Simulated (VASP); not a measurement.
The system is HfC.

```xyz
2
Lattice="0.0000 2.3250 2.3250 2.3250 0.0000 2.3250 2.3250 2.3250 0.0000" Properties=species:S:1:pos:R:3 pbc="T T T"
Hf    2.3250    2.3250    2.3250
C     0.0000    0.0000    0.0000
```

Base run:

- Program: VASP 6.6.1
- Functional: PBE
- Potentials or basis: VASP PAW PBE potentials, release 64 (Hf_pv, C)
- Cutoff: 520 eV
- k mesh: 10 × 10 × 10
- Occupations: gaussian, width 0.1 eV
- Spin: no spin polarisation

Its results: band gap on the k mesh zero (band 7 reaches 6.95 eV, above the bottom of band 8 at 5.55 eV); pressure -0.4 GPa.

**Question.** After a change of settings the same cell gave: band gap on the k mesh zero (band 7 reaches 6.87 eV, above the bottom of band 8 at 5.48 eV); pressure -1.7 GPa. Which change was it?
A. k mesh from 10 × 10 × 10 to 4 × 4 × 4
B. k mesh from 10 × 10 × 10 to 5 × 5 × 5; further incar settings from ALGO = Normal; EDIFF = 1e-06; NBANDS = 14 to ALGO = Normal; EDIFF = 1e-07; NBANDS = 14
C. k mesh from 10 × 10 × 10 to 7 × 7 × 7; further incar settings from ALGO = Normal; EDIFF = 1e-06; NBANDS = 14 to ALGO = Normal; EDIFF = 1e-07; NBANDS = 14
D. k mesh from 10 × 10 × 10 to 3 × 3 × 3

**Answer.** A.

Caveats: some runs use coarse meshes; spin-orbit coupling is left out, which moves the levels of the heavy elements.
